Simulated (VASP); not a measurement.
# C (R-3m) in VASP: notebook

Runs on C. Level: r2SCAN. Tasks: single point.

Everything below comes from runs of VASP 6.6.1. Logs are shortened: lines on timing, memory, paths and dates and some standing lists are left out, and cuts for length are marked.

### 1 The cell of the first run

It takes space group R-3m (No. 166, trigonal). The conventional cell has a = 2.456 Å, b = 2.456 Å, c = 10.543 Å, α = 90.00°, β = 90.00°, γ = 120.00°. Within 1.9 Å of C (site symmetry 3m) lie 3 C at 1.42 Å.

### 2 Single point, r2SCAN (strain +0.000 along x and y, +0.050 along z)

POSCAR

```
C
1.0
    1.2280263465      0.7090013417      3.5143613814
   -1.2280263465      0.7090013417      3.5143613814
    0.0000000000     -1.4180026834      3.5143613814
C
2
Direct
    0.1640000000      0.1640000000      0.1640000000
    0.8360000000      0.8360000000      0.8360000000
```

INCAR.step1

```
SYSTEM = C
ALGO = Normal
EDIFF = 1E-4
ENCUT = 520
GGA = PE
ISMEAR = 0
LASPH = .TRUE.
LCHARG = .FALSE.
LREAL = .FALSE.
LWAVE = .TRUE.
NBANDS = 11
NELM = 80
PREC = Accurate
SIGMA = 0.05
```

INCAR.step2

```
SYSTEM = C
ALGO = Normal
EDIFF = 1E-6
ENCUT = 520
ISIF = 2
ISMEAR = 0
ISTART = 1
LASPH = .TRUE.
LCHARG = .TRUE.
LELF = .TRUE.
LMIXTAU = .TRUE.
LREAL = .FALSE.
LVHAR = .TRUE.
LWAVE = .FALSE.
METAGGA = R2SCAN
NBANDS = 11
NELM = 80
PREC = Accurate
SIGMA = 0.05
```

KPOINTS

```
k-points
0
G
  12 12 12
  0 0 0
```

Potentials or basis: VASP PAW PBE potentials, release 64 (C).

On the command line:

```bash
> cat potpaw_PBE.64/C/POTCAR > POTCAR
> cp INCAR.step1 INCAR
> mpirun -np 1 vasp_std > vasp.out
> cp INCAR.step2 INCAR
> mpirun -np 1 vasp_std > vasp.out
```

OUTCAR:

```text
SYSTEM = C
   EDIFF = 1E-6
   ENCUT = 520
   ISIF = 2
   ISMEAR = 0
   ISTART = 1
   LASPH = .TRUE.
   LREAL = .FALSE.
   METAGGA = R2SCAN
   NELM = 80
   PREC = Accurate

 ion  position               nearest neighbor table
   1  0.164  0.164  0.164-   2 1.42   2 1.42   2 1.42
   2  0.836  0.836  0.836-   1 1.42   1 1.42   1 1.42

  LATTYP: Found a trigonal (rhomboedric) cell.
 ALAT       =     3.7896526924
 COS(alpha) =     0.7899868235

  Lattice vectors:

 A1 = (   1.2280263465,   0.7090013417,   3.5143613814)
 A2 = (  -1.2280263465,   0.7090013417,   3.5143613814)
 A3 = (   0.0000000000,  -1.4180026834,   3.5143613814)

Analysis of symmetry for initial positions (statically):
=====================================================================
 Subroutine PRICEL returns:
 Original cell was already a primitive cell.

 Routine SETGRP: Setting up the symmetry group for a
 trigonal (rhombohedral) supercell.

 Subroutine GETGRP returns: Found 12 space group operations
 (whereof 12 operations were pure point group operations)
 out of a pool of 12 trial point group operations.

The static configuration has the point symmetry D_3d.

Analysis of symmetry for dynamics (positions and initial velocities):
=====================================================================
 Subroutine PRICEL returns:
 Original cell was already a primitive cell.

 Routine SETGRP: Setting up the symmetry group for a
 trigonal (rhombohedral) supercell.

 Subroutine GETGRP returns: Found 12 space group operations
 (whereof 12 operations were pure point group operations)
 out of a pool of 12 trial point group operations.

The dynamic configuration has the point symmetry D_3d.

 Subroutine INISYM returns: Found 12 space group operations
 (whereof 12 operations are pure point group operations),
 and found     1 'primitive' translations

----------------------------------------------------------------------------------------

                                     Primitive cell

  volume of cell :      18.3591

  direct lattice vectors                    reciprocal lattice vectors
     1.228026347  0.709001342  3.514361381     0.407157388  0.235072428  0.094848906
    -1.228026347  0.709001342  3.514361381    -0.407157388  0.235072428  0.094848906
     0.000000000 -1.418002683  3.514361381     0.000000000 -0.470144855  0.094848906

  length of vectors
     3.789652692  3.789652692  3.789652692     0.479617035  0.479617035  0.479617035

  position of ions in fractional coordinates (direct lattice)
     0.164000000  0.164000000  0.164000000
     0.836000000  0.836000000  0.836000000

  ion indices of the primitive-cell ions
   primitive index   ion index
                 1           1
                 2           2

----------------------------------------------------------------------------------------

 KPOINTS: k-points

Automatic generation of k-mesh.
 Grid dimensions read from file:
 generate k-points for:   12   12   12

 Generating k-lattice:

  Cartesian coordinates                     Fractional coordinates (reciprocal lattice)
     0.033929782  0.019589369  0.007904076     0.083333333  0.000000000 -0.000000000
    -0.033929782  0.019589369  0.007904076     0.000000000  0.083333333 -0.000000000
     0.000000000 -0.039178738  0.007904076    -0.000000000 -0.000000000  0.083333333

  Length of vectors
     0.039968086  0.039968086  0.039968086

  Shift w.r.t. Gamma in fractional coordinates (k-lattice)
     0.000000000  0.000000000  0.000000000

 Subroutine IBZKPT returns following result:
 ===========================================

 Found    189 irreducible k-points:

 Following reciprocal coordinates:
            Coordinates               Weight
  0.000000  0.000000  0.000000      1.000000
  0.083333 -0.000000  0.000000      6.000000
  0.166667 -0.000000 -0.000000      6.000000
  0.250000 -0.000000  0.000000      6.000000
  0.333333 -0.000000  0.000000      6.000000
  0.416667 -0.000000 -0.000000      6.000000
[... 16 lines left out ...]
  0.500000  0.166667 -0.000000     12.000000
 -0.416667  0.166667  0.000000     12.000000
 [... further k-points ...]
   k-points           NKPTS =    189   k-points in BZ     NKDIM =    189   number of bands    NBANDS=     11
   number of dos      NEDOS =    301   number of ions     NIONS =      2
   total plane-waves  NPLWV =  21952
   dimension x,y,z NGX =    28 NGY =   28 NGZ =   28
   dimension x,y,z NGXF=    56 NGYF=   56 NGZF=   56
   ions per type =               2
   NGX,Y,Z   is equivalent  to a cutoff of  12.28, 12.28, 12.28 a.u.
   NGXF,Y,Z  is equivalent  to a cutoff of  24.57, 24.57, 24.57 a.u.
 SYSTEM =  C
   PREC   = accura    normal or accurate (medium, high low for compatibility)
   ISTART =      1    job   : 0-new  1-cont  2-samecut
   ICHARG =      0    charge: 1-file 2-atom 10-const
   ISPIN  =      1    spin polarized calculation?
   LNONCOLLINEAR =      F non collinear calculations
   LSORBIT =      F    spin-orbit coupling
   LASPH  =      T    aspherical Exc in radial PAW
   ENCUT  =  520.0 eV  38.22 Ry    6.18 a.u.   7.05  7.05  7.05*2*pi/ulx,y,z
   NELM   =     80;   NELMIN=  2; NELMDL=  0     # of ELM steps
   EDIFF  = 0.1E-05   stopping-criterion for ELM
   LREAL  =      F    real-space projection
   EDIFFG = 0.1E-04   stopping-criterion for IOM
   NSW    =      0    number of steps for IOM
   IBRION =     -1    ionic relax: 0-MD 1-quasi-New 2-CG
   NFREE  =      0    steps in history (QN), initial steepest desc. (CG)
   ISIF   =      2    stress and relaxation
   ISYM   =      2    0-nonsym 1-usesym 2-fastsym
   POTIM  = 0.5000    time-step for ionic-motion
   TEBEG  =    0.0;   TEEND  =   0.0 temperature during run
   PSTRESS=    0.0 pullay stress
   NELECT =       8.0000    total number of electrons
   NUPDOWN=      -1.0000    fix difference up-down
   EMIN   =  10.00;   EMAX   =-10.00  energy-range for DOS
   EFERMI =   0.00;   METHOD = LEGACY
   ISMEAR =     0;   SIGMA  =   0.05  broadening in eV -4-tet -1-fermi 0-gaus
   EFERMI_NEDOS =   21; number of points for ismear=-14 and -15
   IALGO  =     38    algorithm
   IMIX   =      4    mixing-type and parameters
     AMIX     =   0.40;   BMIX     =  1.00
     AMIX_MAG =   1.60;   BMIX_MAG =  1.00
  volume/ion in A,a.u.               =       9.18        61.95
  Fermi-wavevector in a.u.,A,eV,Ry     =   1.241140  2.345414 20.958794  1.540428
  Thomas-Fermi vector in A             =   2.375550
   LORBIT       =      0    0 simple, 1 ext, 2 COOP (PROOUT), +10 PAW based schemes
   METAGGA = R2SCAN    functional components
   LHFCALC =     F    Hartree Fock is set to
   AEXX    =    0.0000 exact exchange contribution
   IVDW    =     0    specifies the selected vdW correction
   LEPSILON=     F    determine dielectric tensor
   LRPA    =     F    only Hartree local field effects (RPA)
 non-spin polarized calculation
 Gauss-broadening in eV      SIGMA  =   0.05
  energy-cutoff  :      520.00
  volume of cell :       18.36
 maximum number of plane-waves:       510
   NGX = 13   NGY = 13   NGZ = 13

 number of electron       8.0000000 magnetization

 Free energy of the ion-electron system (eV)
  ---------------------------------------------------
  ext. energy  EPLUGINS =         0.00000000
  ---------------------------------------------------
  free energy    TOTEN  =       -19.84788262 eV

  energy without entropy =      -19.84788262  energy(sigma->0) =      -19.84788262

 E-fermi :   4.2319     XC(G=0): -10.8163

 val. band max:        3.9863968455   @ k =  -0.3333   0.3333   0.0000
 cond. band min:       4.5871841283   @ k =  -0.3333   0.3333   0.0000
 fundamental gap:      0.6007872828
 Fermi energy:         4.2319002947

 k-point     1 :       0.0000    0.0000    0.0000
  band No.  band energies     occupation
      1     -16.6445      2.00000
      2      -2.9798      2.00000
      3       1.1141      2.00000
      4       1.1141      2.00000
      5       8.2605      0.00000
      6      13.0335      0.00000
      7      13.0335      0.00000
      8      16.7540      0.00000
      9      17.6131      0.00000
     10      28.3532      0.00000
     11      29.6671      0.00000

 k-point     2 :       0.0833   -0.0000    0.0000
  band No.  band energies     occupation
      1     -16.4674      2.00000
      2      -2.7926      2.00000
      3       0.4087      2.00000
      4       0.7513      2.00000
      5       8.5019      0.00000
      6      13.1264      0.00000
      7      13.7765      0.00000
      8      16.1183      0.00000
      9      17.9470      0.00000
     10      28.8670      0.00000
     11      28.9407      0.00000

 k-point     3 :       0.1667   -0.0000   -0.0000
  band No.  band energies     occupation
      1     -15.9384      2.00000
      2      -2.2387      2.00000
      3      -1.3560      2.00000
      4      -0.0960      2.00000
      5       9.2143      0.00000
      6      13.1036      0.00000
      7      14.4722      0.00000
      8      15.7420      0.00000
      9      18.9933      0.00000
     10      26.7208      0.00000
     11      29.4201      0.00000

 k-point     4 :       0.2500   -0.0000    0.0000
  band No.  band energies     occupation
      1     -15.0643      2.00000
      2      -3.6234      2.00000
      3      -1.3153      2.00000
      4      -1.0337      2.00000
      5      10.2501      0.00000
      6      12.2995      0.00000
      7      12.9377      0.00000
      8      18.4542      0.00000
      9      20.3739      0.00000
     10      24.6743      0.00000
     11      27.7240      0.00000
[... 239 lines left out ...]
 k-point    22 :       0.4167    0.1667    0.0000
  band No.  band energies     occupation
      1     -13.3226      2.00000
      2      -5.8650      2.00000
      3      -3.6038      2.00000
      4       0.1597      2.00000
      5       9.0184      0.00000
      6      13.6444      0.00000
      7      15.3293      0.00000
      8      17.8644      0.00000
      9      19.9342      0.00000
     10      24.1778      0.00000
     11      27.2717      0.00000

 k-point    23 :       0.5000    0.1667   -0.0000
  band No.  band energies     occupation
      1     -11.8492      2.00000
      2      -7.9142      2.00000
      3      -4.2157      2.00000
      4       1.5848      2.00000
      5       7.1213      0.00000
      6      15.0027      0.00000
      7      15.4871      0.00000
      8      18.1949      0.00000
      9      19.6090      0.00000
     10      23.5729      0.00000
     11      28.5438      0.00000

 k-point    24 :      -0.4167    0.1667    0.0000
  band No.  band energies     occupation
      1     -10.5915      2.00000
      2      -9.3890      2.00000
      3      -4.4144      2.00000
      4       2.6661      2.00000
      5       5.9092      0.00000
      6      14.9849      0.00000
      7      16.2604      0.00000
      8      16.9533      0.00000
      9      20.1244      0.00000
     10      24.3486      0.00000
     11      28.1024      0.00000

 [... further k-points ...]
[... 5 lines left out ...]
  --------------------------------------------------------------------------------------
  -------------------------------------------------------------------------------------
  Total        0.1163981      0.1163981     -0.0843571      0.0000000     -0.0000000      0.0000000
  in kB       10.1579008     10.1579008     -7.3617289      0.0000000     -0.0000000      0.0000000
  external PRESSURE =       4.3180242 kB  Pullay stress =       0.0000000 kB

 VOLUME and BASIS-vectors are now :
 -----------------------------------------------------------------------------
  energy-cutoff  :      520.00
  volume of cell :       18.36
      direct lattice vectors                 reciprocal lattice vectors
     1.228026347  0.709001342  3.514361381     0.407157388  0.235072428  0.094848906
    -1.228026347  0.709001342  3.514361381    -0.407157388  0.235072428  0.094848906
     0.000000000 -1.418002683  3.514361381     0.000000000 -0.470144855  0.094848906

 POSITION                                       TOTAL-FORCE (eV/Angst)
 -----------------------------------------------------------------------------------
      0.00000      0.00000      1.72907         0.000000      0.000000      0.953354
      0.00000      0.00000      8.81402         0.000000     -0.000000     -0.953354
 -----------------------------------------------------------------------------------
    total drift:                                0.000000     -0.000000      0.000000

  FREE ENERGIE OF THE ION-ELECTRON SYSTEM (eV)
  ---------------------------------------------------
  free  energy   TOTEN  =       -19.8478826209 eV

  energy  without entropy=      -19.8478826209  energy(sigma->0) =      -19.84788262
```

It took 2.5 min on 1 thread of AMD EPYC 9R45 (Zen 5), shared host; peak memory 0.14 GiB.

Results:

| Quantity | Value |
| --- | --- |
| Free energy | -19.8479 eV |
| Pressure | 0.4 GPa |
| Largest force | 0.953 eV/Å |
| Band gap on the k mesh | 0.60 eV, direct |

Forces on the atoms (eV/Å):
```
C    0.000  0.000  0.953
C    0.000  0.000 -0.953
```

Stress tensor (GPa, compression positive):
```
 1.02  0.00  0.00
 0.00  1.02  0.00
 0.00  0.00 -0.74
```

Levels at points of the mesh, in eV from the valence-band top:
```
           k point  band 1  band 2  band 3  band 4  band 5  band 6  band 7  band 8
(0.00, 0.00, 0.00)  -20.63   -6.97   -2.87   -2.87    4.27    9.05    9.05   12.77
(0.50, 0.00, 0.00)  -15.04  -13.79   -6.47   -1.89    2.26    8.23   12.78   12.81
(0.50, 0.50, 0.00)  -14.96  -13.73   -6.51   -2.54    1.84    7.94   13.48   15.65
(0.50, 0.50, 0.50)  -20.43   -8.56   -2.89   -2.89    9.02    9.02   10.27   12.66
```

Caveat: the cell differs from its parent crystal (strain +0.000 along x and y, +0.050 along z); the PAW data sets were made with another functional, which shifts forces and pressure a little. A k mesh can miss the band edges.

### 3 Single point, r2SCAN (strain +0.050 along x and y, -0.050 along z)

POSCAR

```
C
1.0
    1.2894276638      0.7444514088      3.1796602974
   -1.2894276638      0.7444514088      3.1796602974
    0.0000000000     -1.4889028176      3.1796602974
C
2
Direct
    0.1640000000      0.1640000000      0.1640000000
    0.8360000000      0.8360000000      0.8360000000
```

INCAR.step1

```
SYSTEM = C
ALGO = Normal
EDIFF = 1E-4
ENCUT = 520
GGA = PE
ISMEAR = 0
LASPH = .True.
LCHARG = .False.
LREAL = .False.
LWAVE = .True.
NBANDS = 11
NELM = 80
PREC = Accurate
SIGMA = 0.05
```

INCAR.step2

```
SYSTEM = C
ALGO = Normal
EDIFF = 1E-7
ENCUT = 520
ISIF = 2
ISMEAR = 0
ISTART = 1
LASPH = .True.
LCHARG = .True.
LELF = .True.
LMIXTAU = .True.
LREAL = .False.
LVHAR = .True.
LWAVE = .False.
METAGGA = R2SCAN
NBANDS = 11
NELM = 80
PREC = Accurate
SIGMA = 0.05
```

KPOINTS

```
k-points
0
Gamma
  12 12 12
  0 0 0
```

Potentials or basis: VASP PAW PBE potentials, release 64 (C).

On the command line:

```bash
> cat potpaw_PBE.64/C/POTCAR > POTCAR
> cp INCAR.step1 INCAR
> mpirun -np 1 vasp_std > vasp.out
> cp INCAR.step2 INCAR
> mpirun -np 1 vasp_std > vasp.out
```

It took 2.9 min on 1 thread of AMD EPYC 9R45 (Zen 5), shared host; peak memory 0.14 GiB.

The run converged. Its results:

```yaml
Free_energy: -19.5339 eV
Pressure: -33.9 GPa
Largest_force: 0.793 eV/Å
Band_gap_on_the_k_mesh: 1.06 eV, indirect (least direct gap 1.08 eV)
```

Forces on the atoms (eV/Å):
```
C    0.000  0.000  0.793
C    0.000  0.000 -0.793
```

Stress tensor (GPa, compression positive):
```
-52.80   0.00   0.00
  0.00 -52.80   0.00
  0.00   0.00   3.94
```

Levels at points of the mesh, in eV from the valence-band top:
| k point | band 1 | band 2 | band 3 | band 4 | band 5 | band 6 | band 7 | band 8 | band 9 |
| --- | --- | --- | --- | --- | --- | --- | --- | --- | --- |
| (0.00, 0.00, 0.00) | -19.33 | -5.08 | -2.63 | -2.63 | 6.07 | 8.40 | 8.40 | 10.63 | 11.11 |
| (0.50, 0.00, 0.00) | -14.31 | -12.67 | -5.75 | -1.10 | 2.47 | 7.18 | 13.27 | 13.79 | 18.61 |
| (0.50, 0.50, 0.00) | -14.12 | -12.53 | -5.87 | -2.28 | 1.90 | 6.58 | 14.05 | 17.41 | 18.93 |
| (0.50, 0.50, 0.50) | -18.85 | -7.83 | -2.68 | -2.68 | 8.32 | 8.32 | 10.32 | 11.39 | 13.68 |

Caveat: the cell differs from its parent crystal (strain +0.050 along x and y, -0.050 along z); the PAW data sets were made with another functional, which shifts forces and pressure a little.
